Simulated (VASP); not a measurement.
# Dy4Au (P6/mmm) in VASP: further runs, part 2 of 2

VASP 6.6.1. The steps go on from the part before.

## Step 3: Single point, PBE

Input file INCAR:

```
PREC = Accurate
ENCUT = 500
EDIFF = 1E-6
ISMEAR = 0
SIGMA = 0.1
LREAL = F
LASPH = T
NELM = 200
ALGO = Normal
ISIF = 2
LWAVE = F
LCHARG = F
GGA = PE
NBANDS = 32
GGA_COMPAT = F
LMAXMIX = 6
```

Input file KPOINTS:

```
Automatic mesh
0
Gamma
  6 6 8
```

Input file POSCAR:

```
Dy4Au
1.0
    6.3293286771      0.0000000000      0.0000000000
   -3.1646643386      5.4813594232      0.0000000000
    0.0000000000      0.0000000000      5.2927632825
Dy Au
4 1
Direct
    0.5000000000      0.0000000000      0.0000000000
    0.0000000000      0.5000000000      0.0000000000
    0.5000000000      0.5000000000      0.0000000000
    0.0000000000      0.0000000000      0.5000000000
    0.0000000000      0.0000000000      0.0000000000
```

Potentials or basis: VASP PAW PBE potentials, release 64 (Dy_3, Au), 4f in core.

Run with:

```
$ cat potpaw_PBE.64/Dy_3/POTCAR potpaw_PBE.64/Au/POTCAR > POTCAR
$ mpirun -np 1 vasp_std > vasp.out
```

OUTCAR:

```text
PREC = Accurate
   ENCUT = 500
   EDIFF = 1E-6
   ISMEAR = 0
   LREAL = F
   LASPH = T
   NELM = 200
   ISIF = 2
   GGA = PE

 ion  position               nearest neighbor table
   1  0.500  0.000  0.000-   2 3.16   2 3.16   3 3.16   3 3.16   5 3.16   5 3.16
   2  0.000  0.500  0.000-   1 3.16   1 3.16   5 3.16   5 3.16   3 3.16   3 3.16
   3  0.500  0.500  0.000-   5 3.16   5 3.16   1 3.16   1 3.16   2 3.16   2 3.16
   4  0.000  0.000  0.500-   5 2.65   5 2.65
   5  0.000  0.000  0.000-   4 2.65   4 2.65   3 3.16   3 3.16   2 3.16   2 3.16   1 3.16   1 3.16

  LATTYP: Found a hexagonal cell.
 ALAT       =     6.3293286771
 C/A-ratio  =     0.8362282246

  Lattice vectors:

 A1 = (   6.3293286771,   0.0000000000,   0.0000000000)
 A2 = (  -3.1646643386,   5.4813594232,   0.0000000000)
 A3 = (   0.0000000000,   0.0000000000,   5.2927632825)

Analysis of symmetry for initial positions (statically):
=====================================================================
 Subroutine PRICEL returns:
 Original cell was already a primitive cell.

 Routine SETGRP: Setting up the symmetry group for a
 hexagonal supercell.

 Subroutine GETGRP returns: Found 24 space group operations
 (whereof 24 operations were pure point group operations)
 out of a pool of 24 trial point group operations.

The static configuration has the point symmetry D_6h.

Analysis of symmetry for dynamics (positions and initial velocities):
=====================================================================
 Subroutine PRICEL returns:
 Original cell was already a primitive cell.

 Routine SETGRP: Setting up the symmetry group for a
 hexagonal supercell.

 Subroutine GETGRP returns: Found 24 space group operations
 (whereof 24 operations were pure point group operations)
 out of a pool of 24 trial point group operations.

The dynamic configuration has the point symmetry D_6h.

 Subroutine INISYM returns: Found 24 space group operations
 (whereof 24 operations are pure point group operations),
 and found     1 'primitive' translations

----------------------------------------------------------------------------------------

                                     Primitive cell

  volume of cell :     183.6236

  direct lattice vectors                    reciprocal lattice vectors
     6.329328677  0.000000000  0.000000000     0.157994639  0.091218247  0.000000000
    -3.164664339  5.481359423  0.000000000     0.000000000  0.182436495  0.000000000
     0.000000000  0.000000000  5.292763283     0.000000000  0.000000000  0.188937224

  length of vectors
     6.329328677  6.329328677  5.292763283     0.182436495  0.182436495  0.188937224

  position of ions in fractional coordinates (direct lattice)
     0.500000000  0.000000000  0.000000000
     0.000000000  0.500000000  0.000000000
     0.500000000  0.500000000  0.000000000
     0.000000000  0.000000000  0.500000000
     0.000000000  0.000000000  0.000000000

  ion indices of the primitive-cell ions
   primitive index   ion index
                 1           1
                 2           2
                 3           3
                 4           4
                 5           5

----------------------------------------------------------------------------------------

 KPOINTS: Automatic mesh

Automatic generation of k-mesh.
 Grid dimensions read from file:
 generate k-points for:    6    6    8

 Generating k-lattice:

  Cartesian coordinates                     Fractional coordinates (reciprocal lattice)
     0.026332440  0.015203041  0.000000000     0.166666667  0.000000000  0.000000000
     0.000000000  0.030406082  0.000000000     0.000000000  0.166666667  0.000000000
     0.000000000  0.000000000  0.023617153     0.000000000  0.000000000  0.125000000

  Length of vectors
     0.030406082  0.030406082  0.023617153

  Shift w.r.t. Gamma in fractional coordinates (k-lattice)
     0.000000000  0.000000000  0.000000000

 Subroutine IBZKPT returns following result:
 ===========================================

 Found     35 irreducible k-points:

 Following reciprocal coordinates:
            Coordinates               Weight
  0.000000  0.000000  0.000000      1.000000
  0.166667  0.000000  0.000000      6.000000
  0.333333  0.000000  0.000000      6.000000
  0.500000  0.000000  0.000000      3.000000
  0.166667  0.166667  0.000000      6.000000
  0.333333  0.166667  0.000000     12.000000
[... 16 lines left out ...]
  0.166667  0.000000  0.375000     12.000000
  0.333333  0.000000  0.375000     12.000000
 [... further k-points ...]
   k-points           NKPTS =     35   k-points in BZ     NKDIM =     35   number of bands    NBANDS=     32
   number of dos      NEDOS =    301   number of ions     NIONS =      5
   total plane-waves  NPLWV =  92160
   dimension x,y,z NGX =    48 NGY =   48 NGZ =   40
   dimension x,y,z NGXF=    96 NGYF=   96 NGZF=   80
   ions per type =               4   1
   NGX,Y,Z   is equivalent  to a cutoff of  12.61, 12.61, 12.56 a.u.
   NGXF,Y,Z  is equivalent  to a cutoff of  25.22, 25.22, 25.13 a.u.
 SYSTEM =  unknown system
   PREC   = accura    normal or accurate (medium, high low for compatibility)
   ISTART =      0    job   : 0-new  1-cont  2-samecut
   ICHARG =      2    charge: 1-file 2-atom 10-const
   ISPIN  =      1    spin polarized calculation?
   LNONCOLLINEAR =      F non collinear calculations
   LSORBIT =      F    spin-orbit coupling
   LASPH  =      T    aspherical Exc in radial PAW
   ENCUT  =  500.0 eV  36.75 Ry    6.06 a.u.  11.54 11.54  9.65*2*pi/ulx,y,z
   NELM   =    200;   NELMIN=  2; NELMDL= -5     # of ELM steps
   EDIFF  = 0.1E-05   stopping-criterion for ELM
   LREAL  =      F    real-space projection
   EDIFFG = 0.1E-04   stopping-criterion for IOM
   NSW    =      0    number of steps for IOM
   IBRION =     -1    ionic relax: 0-MD 1-quasi-New 2-CG
   NFREE  =      0    steps in history (QN), initial steepest desc. (CG)
   ISIF   =      2    stress and relaxation
   ISYM   =      2    0-nonsym 1-usesym 2-fastsym
   POTIM  = 0.5000    time-step for ionic-motion
   TEBEG  =    0.0;   TEEND  =   0.0 temperature during run
   PSTRESS=    0.0 pullay stress
   NELECT =      47.0000    total number of electrons
   NUPDOWN=      -1.0000    fix difference up-down
   EMIN   =  10.00;   EMAX   =-10.00  energy-range for DOS
   EFERMI =   0.00;   METHOD = LEGACY
   ISMEAR =     0;   SIGMA  =   0.10  broadening in eV -4-tet -1-fermi 0-gaus
   EFERMI_NEDOS =   21; number of points for ismear=-14 and -15
   IALGO  =     38    algorithm
   IMIX   =      4    mixing-type and parameters
     AMIX     =   0.40;   BMIX     =  1.00
     AMIX_MAG =   1.60;   BMIX_MAG =  1.00
  volume/ion in A,a.u.               =      36.72       247.83
  Fermi-wavevector in a.u.,A,eV,Ry     =   1.039437  1.964250 14.700120  1.080428
  Thomas-Fermi vector in A             =   2.173967
   LORBIT       =      0    0 simple, 1 ext, 2 COOP (PROOUT), +10 PAW based schemes
   GGA     = PE    functional components
   LHFCALC =     F    Hartree Fock is set to
   AEXX    =    0.0000 exact exchange contribution
   IVDW    =     0    specifies the selected vdW correction
   LEPSILON=     F    determine dielectric tensor
   LRPA    =     F    only Hartree local field effects (RPA)
 non-spin polarized calculation
 Gauss-broadening in eV      SIGMA  =   0.10
  energy-cutoff  :      500.00
  volume of cell :      183.62
 maximum number of plane-waves:      4736
 NGX is ok and might be reduce to    48
   NGX = 23   NGY = 23   NGZ = 19

 number of electron      47.0000001 magnetization

 Free energy of the ion-electron system (eV)
  ---------------------------------------------------
  ext. energy  EPLUGINS =         0.00000000
  ---------------------------------------------------
  free energy    TOTEN  =       -20.09949346 eV

  energy without entropy =      -20.07553892  energy(sigma->0) =      -20.08751619

 E-fermi :   2.5084     XC(G=0):  -8.9090

 val. band max:        2.4817504538   @ k =   0.0000   0.0000   0.5000
 cond. band min:       2.5087759297   @ k =   0.3333   0.1667   0.1250
 fundamental gap:      0.0270254759
 Fermi energy:         2.5084119681

 k-point     1 :       0.0000    0.0000    0.0000
  band No.  band energies     occupation
      1     -21.8361      2.00000
      2     -21.7772      2.00000
      3     -21.7772      2.00000
      4     -21.7715      2.00000
      5     -21.4006      2.00000
      6     -21.4006      2.00000
[... 829 lines left out ...]
     31       4.3761      0.00000
     32       4.4697      0.00000

 [... further k-points ...]
[... 5 lines left out ...]
  --------------------------------------------------------------------------------------
  -------------------------------------------------------------------------------------
  Total        0.2031152      0.2031152      0.0767515     -0.0000000      0.0000000      0.0000000
  in kB        1.7722485      1.7722485      0.6696824     -0.0000000      0.0000000      0.0000000
  external PRESSURE =       1.4047265 kB  Pullay stress =       0.0000000 kB

 VOLUME and BASIS-vectors are now :
 -----------------------------------------------------------------------------
  energy-cutoff  :      500.00
  volume of cell :      183.62
      direct lattice vectors                 reciprocal lattice vectors
     6.329328677  0.000000000  0.000000000     0.157994639  0.091218247  0.000000000
    -3.164664339  5.481359423  0.000000000     0.000000000  0.182436495  0.000000000
     0.000000000  0.000000000  5.292763283     0.000000000  0.000000000  0.188937224

 POSITION                                       TOTAL-FORCE (eV/Angst)
 -----------------------------------------------------------------------------------
      3.16466      0.00000      0.00000        -0.000000      0.000000      0.000000
     -1.58233      2.74068      0.00000        -0.000000      0.000000      0.000000
      1.58233      2.74068      0.00000         0.000000      0.000000      0.000000
      0.00000      0.00000      2.64638        -0.000000      0.000000      0.000000
      0.00000      0.00000      0.00000        -0.000000      0.000000      0.000000
 -----------------------------------------------------------------------------------
    total drift:                               -0.000000      0.000000      0.000000

  FREE ENERGIE OF THE ION-ELECTRON SYSTEM (eV)
  ---------------------------------------------------
  free  energy   TOTEN  =       -20.0994934632 eV

  energy  without entropy=      -20.0755389158  energy(sigma->0) =      -20.08751619
```

OSZICAR:

```text
N       E                     dE             d eps       ncg     rms          rms(c)
DAV:   1     0.268708503498E+03    0.26871E+03   -0.20220E+04  2264   0.124E+03
DAV:   2     0.790995919821E+01   -0.26080E+03   -0.24946E+03  2240   0.414E+02
DAV:   3    -0.203221155179E+02   -0.28232E+02   -0.25730E+02  3240   0.726E+01
DAV:   4    -0.217255206467E+02   -0.14034E+01   -0.13361E+01  3032   0.157E+01
DAV:   5    -0.217942920878E+02   -0.68771E-01   -0.68390E-01  3144   0.339E+00    0.368E+01
DAV:   6    -0.203268661005E+02    0.14674E+01   -0.77783E+00  2832   0.126E+01    0.204E+01
DAV:   7    -0.201590542588E+02    0.16781E+00   -0.20718E+00  2760   0.657E+00    0.831E+00
DAV:   8    -0.200996599755E+02    0.59394E-01   -0.36607E-01  2832   0.329E+00    0.122E+00
DAV:   9    -0.201004797661E+02   -0.81979E-03   -0.45466E-02  3096   0.886E-01    0.523E-01
DAV:  10    -0.200995601843E+02    0.91958E-03   -0.92618E-03  2824   0.446E-01    0.178E-01
DAV:  11    -0.200994832117E+02    0.76973E-04   -0.88471E-04  2784   0.169E-01    0.514E-02
DAV:  12    -0.200994908421E+02   -0.76304E-05   -0.63459E-05  3080   0.384E-02    0.198E-02
DAV:  13    -0.200994934663E+02   -0.26242E-05   -0.59636E-06  2544   0.130E-02    0.715E-03
DAV:  14    -0.200994934632E+02    0.31182E-08   -0.62467E-07  1784   0.526E-03
   1 F= -.20099493E+02 E0= -.20087516E+02  d E =-.239545E-01
```

stdout:

```text
POSCAR found type information on POSCAR DyAu
 POSCAR found :  2 types and       5 ions
 scaLAPACK will be used
 LDA part: xc-table for (Slater+PW92), standard interpolation
 POSCAR, INCAR and KPOINTS ok, starting setup
 FFT: planning ... GRIDC
 FFT: planning ... GRID_SOFT
 FFT: planning ... GRID
 WAVECAR not read
 entering main loop
```

Run time: 3.5 min. Hardware: 1 thread of Intel Xeon Platinum 8488C (Sapphire Rapids), shared host; peak memory 0.38 GiB.

What came out:

```yaml
Free_energy: -20.0995 eV
Pressure: 0.1 GPa
Band_gap_on_the_k_mesh: zero (an odd number of electrons rules out a gap without spin polarisation)
```

Caveat: spin-orbit coupling is left out, which moves the levels of the heavy elements; the 4f electrons are frozen in the core, so they carry no moment and show no levels.

## Step 4: Relaxation of cell and atoms, PBE

This run uses another cell than the first one, of 27.85 Å³/atom.

Input file INCAR:

```
SYSTEM = Dy4Au
PREC = Accurate
ENCUT = 500
EDIFF = 1E-7
ISMEAR = 0
SIGMA = 0.1
LREAL = .False.
LASPH = .True.
NELM = 200
ALGO = Normal
ISIF = 3
LWAVE = .False.
LCHARG = .False.
GGA = PE
IBRION = 2
NSW = 90
EDIFFG = -0.04
GGA_COMPAT = .False.
NELMIN = 4
LMAXMIX = 6
```

Input file KPOINTS:

```
Automatic mesh
0
Gamma
  6 6 4
  0 0 0
```

POSCAR: that of step 3 with these lines changed.

```diff
@@ -2,5 +2,5 @@
 1.0
-    6.3293286771      0.0000000000      0.0000000000
-   -3.1646643386      5.4813594232      0.0000000000
-    0.0000000000      0.0000000000      5.2927632825
+    5.5850576500      0.0000000000      0.0000000000
+   -2.7925288300      4.8368018100      0.0000000000
+    0.0000000000      0.0000000000      5.1553813800
 Dy Au
```

Run with:

```
$ cat potpaw_PBE.64/Dy_3/POTCAR potpaw_PBE.64/Au/POTCAR > POTCAR
$ mpirun -np 1 vasp_std > vasp.out
```

It took 12 min on 1 thread of Intel Xeon Platinum 8488C (Sapphire Rapids), shared host; peak memory 0.3 GiB.

Results (log left out):

```
Free energy                           : -20.0919 eV
Relaxed volume                        : 36.92 Å³/atom
Relaxed cell                          : a = 6.344 Å, b = 6.344 Å, c = 5.296 Å, α = 90.00°, β = 90.00°, γ = 120.00°
Space group after relaxing (to 0.1 Å) : P6/mmm (No. 191)
Energy gained by relaxing             : 563.4 meV/atom
Ionic steps                           : 8
Pressure after relaxing               : -0.1 GPa
Band gap on the k mesh                : zero (an odd number of electrons rules out a gap without spin polarisation)
```

The path:
```tsv
step	energy change (eV)	largest force (eV/Å)	pressure (GPa)	volume (Å³)
1	0.0000	0.0000	21.65	139.27
2	-1.8670	0.0000	-5.58	228.72
3	-2.7920	0.0000	-0.41	186.59
4	-2.7919	0.0000	-0.18	185.56
5	-2.8141	0.0000	0.09	184.00
6	-2.8162	0.0000	0.21	183.38
7	-2.8162	0.0000	0.22	183.33
8	-2.8168	0.0000	-0.07	184.59
```

Final structure:
```cif
data_structure
_symmetry_space_group_name_H-M 'P 1'
_symmetry_Int_Tables_number 1
_cell_length_a 6.3443
_cell_length_b 6.3443
_cell_length_c 5.2956
_cell_angle_alpha 90.000
_cell_angle_beta 90.000
_cell_angle_gamma 120.000
_cell_volume 184.59
loop_
_atom_site_label
_atom_site_type_symbol
_atom_site_fract_x
_atom_site_fract_y
_atom_site_fract_z
_atom_site_occupancy
Dy1 Dy 0.50000 0.00000 0.00000 1
Dy2 Dy 0.00000 0.50000 0.00000 1
Dy3 Dy 0.50000 0.50000 0.00000 1
Dy4 Dy 0.00000 0.00000 0.50000 1
Au1 Au 0.00000 0.00000 0.00000 1
```

Levels at points of the mesh, in eV from the Fermi level:
| k point | band 21 | band 22 | band 23 | band 24 | band 25 | band 26 |
| --- | --- | --- | --- | --- | --- | --- |
| (0.00, 0.00, 0.00) | -0.42 | -0.42 | -0.34 | 0.72 | 0.72 | 0.77 |
| (0.50, 0.00, 0.00) | -0.89 | -0.51 | -0.11 | 0.00 | 0.42 | 0.82 |
| (0.00, 0.00, 0.50) | -0.83 | -0.34 | -0.34 | -0.05 | -0.05 | 0.43 |
| (0.50, 0.00, 0.50) | -1.28 | -0.76 | -0.70 | -0.36 | 0.55 | 0.66 |

Caveat: the volume moved by over 15 % at a fixed basis, so the end points are rough; spin-orbit coupling is left out, which moves the levels of the heavy elements; the 4f electrons are frozen in the core, so they carry no moment and show no levels.

## Step 5: Relaxation of cell and atoms, PBE

This run uses another cell than the first one, of 36.48 Å³/atom.

Input file INCAR:

```
SYSTEM = Dy4Au
ALGO = Normal
EDIFF = 1E-7
EDIFFG = -0.01
ENCUT = 500
GGA = PE
GGA_COMPAT = .FALSE.
IBRION = 2
ISIF = 3
ISMEAR = 0
LASPH = .TRUE.
LCHARG = .FALSE.
LMAXMIX = 6
LREAL = .FALSE.
LWAVE = .FALSE.
NELM = 200
NELMIN = 4
NSW = 100
PREC = Accurate
SIGMA = 0.1
```

Input file KPOINTS:

```
k-points
0
G
  6 6 8
  0 0 0
```

POSCAR: that of step 4 with these lines changed.

```diff
@@ -2,5 +2,5 @@
 1.0
-    5.5850576500      0.0000000000      0.0000000000
-   -2.7925288300      4.8368018100      0.0000000000
-    0.0000000000      0.0000000000      5.1553813800
+    6.3100782715      0.0000000000      0.0000000000
+   -3.1550391358      5.4646880830      0.0000000000
+    0.0000000000      0.0000000000      5.2900633379
 Dy Au
```

Run with:

```
$ cat potpaw_PBE.64/Dy_3/POTCAR potpaw_PBE.64/Au/POTCAR > POTCAR
$ mpirun -np 1 vasp_std > vasp.out
```

Wall time 10 min (1 thread of Intel Xeon Platinum 8488C (Sapphire Rapids), shared host); peak memory 0.4 GiB.

The run converged. Its results:

* Free energy: -20.0997 eV
* Relaxed volume: 36.85 Å³/atom
* Relaxed cell: a = 6.339 Å, b = 6.339 Å, c = 5.295 Å, α = 90.00°, β = 90.00°, γ = 120.00°
* Space group after relaxing (to 0.1 Å): P6/mmm (No. 191)
* Energy gained by relaxing: 0.6 meV/atom
* Ionic steps: 5
* Pressure after relaxing: 0.0 GPa
* Band gap on the k mesh: zero (an odd number of electrons rules out a gap without spin polarisation)

Step by step:
```
step  energy change (eV)  largest force (eV/Å)  pressure (GPa)  volume (Å³)
   1              0.0000                0.0000            0.42       182.42
   2             -0.0024                0.0000           -0.16       184.96
   3             -0.0028                0.0000           -0.01       184.30
   4             -0.0028                0.0000           -0.02       184.34
   5             -0.0028                0.0000           -0.01       184.27
```

Final structure:
```yaml
crystal:
  lattice:
    - [6.33918, 0.00000, 0.00000]
    - [-3.16959, 5.48989, 0.00000]
    - [0.00000, 0.00000, 5.29499]
  atoms:
    - { symbol: Dy, position: [0.50000, 0.00000, 0.00000] }
    - { symbol: Dy, position: [0.00000, 0.50000, 0.00000] }
    - { symbol: Dy, position: [0.50000, 0.50000, 0.00000] }
    - { symbol: Dy, position: [0.00000, 0.00000, 0.50000] }
    - { symbol: Au, position: [0.00000, 0.00000, 0.00000] }
```

Levels at points of the mesh, in eV from the Fermi level:
```csv
k point,band 21,band 22,band 23,band 24,band 25,band 26
"(0.00, 0.00, 0.00)",-0.39,-0.39,-0.32,0.74,0.74,0.80
"(0.50, 0.00, 0.00)",-0.86,-0.49,-0.08,0.03,0.44,0.85
"(0.00, 0.00, 0.50)",-0.81,-0.30,-0.30,-0.03,-0.03,0.45
"(0.50, 0.00, 0.50)",-1.25,-0.74,-0.68,-0.34,0.57,0.68
```

Caveat: spin-orbit coupling is left out, which moves the levels of the heavy elements; the 4f electrons are frozen in the core, so they carry no moment and show no levels. Spin polarisation is off, so any magnetic state and its effect on volume and gap are missing.

## Step 6: The runs side by side

```csv
task,cell,k mesh,gap on the mesh (eV),pressure (GPa),relaxed volume (Å³/atom)
single point,"a = 6.329, b = 6.329, c = 5.293 Å, angles 90.0, 90.0, 120.0°, 5 atoms",6 × 6 × 8,none,0.1,-
relaxation of cell and atoms,"relaxed from a = 5.585, b = 5.585, c = 5.155 Å, angles 90.0, 90.0, 120.0°, 5 atoms",6 × 6 × 4,none,-0.1,36.92
relaxation of cell and atoms,"relaxed from a = 6.310, b = 6.310, c = 5.290 Å, angles 90.0, 90.0, 120.0°, 5 atoms",6 × 6 × 8,none,0.0,36.85
```

Alike in all rows: level PBE; potentials or basis VASP PAW PBE potentials, release 64 (Dy_3, Au), 4f in core; no spin polarisation; cutoff (eV) 500; smearing gaussian 0.1 eV.

Caveats: spin-orbit coupling is left out, which moves the levels of the heavy elements; the 4f electrons are frozen in the core, so they carry no moment and show no levels; the volume moved by over 15 % at a fixed basis, so the end points are rough (at least some runs).

Total energies depend on the potentials used, so only differences within one code and one set of settings carry meaning.

The gap in the log of VASP goes by the Fermi energy; the results here count the filled bands.